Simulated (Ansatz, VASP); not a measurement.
**Two plane-wave programs on PbO**

The input INCAR:

```
SYSTEM = PbO
PREC     = Accurate       ! precision mode
ENCUT    = 520            ! plane-wave cutoff, eV
EDIFF    = 1E-7           ! SCF threshold, eV
ISMEAR   = 0              ! smearing method
SIGMA    = 0.05           ! smearing width, eV
LREAL    = .False.        ! projectors in reciprocal space
LASPH    = .True.         ! aspherical terms in the spheres
NELM     = 60             ! most SCF steps
ALGO     = Normal         ! electronic algorithm
ISIF     = 2              ! what is computed and relaxed
LWAVE    = .False.        ! write WAVECAR
LCHARG   = .False.        ! write CHGCAR
GGA      = PS             ! functional
NBANDS   = 28             ! bands
```

File KPOINTS:

```
Automatic mesh
0
Gamma
  8 8 6
  0 0 0
```

File POSCAR:

```
PbO
1.0
    4.1135040000      0.0000000000      0.0000000000
    0.0000000000      3.8352960000      0.0000000000
    0.0000000000      0.0000000000      5.0220000000
Pb O
2 2
Direct
    0.0000000000      0.5000000000      0.2351000000
    0.5000000000      0.0000000000      0.7649000000
    0.0000000000      0.0000000000      0.0000000000
    0.5000000000      0.5000000000      0.0000000000
```

Input for Ansatz:

```yaml
crystal:
  lattice:
    - [4.113504, 0.0, 0.0]
    - [0.0, 3.835296, 0.0]
    - [0.0, 0.0, 5.022]
  atoms:
    - { symbol: Pb, position: [0.0, 0.5, 0.2351] }
    - { symbol: Pb, position: [0.5, 0.0, 0.7649] }
    - { symbol: O, position: [0.0, 0.0, 0.0] }
    - { symbol: O, position: [0.5, 0.5, 0.0] }
basis:
  ecutwfc: 420
kpoints:
  mp_grid: { grid: [8, 8, 6] }
hamiltonian:
  xc: pbesol
scf:
  occupations: { method: gaussian, width: 0.05 }
output:
  forces: true
  stress: true
  eigenvalues: true
```

Change from the starting cell: strain +0.0350 x Voigt [1, -1, 0, 0, 0, 0], atoms carried along.

Alike in both runs: task single point; functional PBEsol; k mesh 8 × 8 × 6; occupations gaussian, width 0.05 eV; no spin polarisation.

|  | VASP | Ansatz |
| --- | --- | --- |
| version | VASP 6.6.1 | Ansatz 0.2.0 |
| potentials or method | VASP PAW PBE potentials, release 64 (Pb_d, O), cutoff 520 eV | scalar-relativistic, plane waves, PAW |
| valence electrons in the cell | 40 | 40 |

Ansatz gave:

```
gap on the k mesh at the Fermi level (eV)                     : 1.15
least direct gap on the mesh (eV)                             : 2.28
pressure (GPa)                                                : 1.4
traceless stress, the component that is largest in VASP (GPa) : 2.58
rms of the force components (eV/Å)                            : 0.245
```

Q: Which values does VASP return?

A: gap on the k mesh at the Fermi level (eV): 1.16; least direct gap on the mesh (eV): 2.27; pressure (GPa): 1.5; traceless stress, the component that is largest in VASP (GPa): 2.66; rms of the force components (eV/Å): 0.257.

VASP's potentials were made for PBE, not for PBEsol. Atom by atom the forces differ by 0.019 eV/Å (rms over components).

Neither program's run includes spin-orbit coupling.
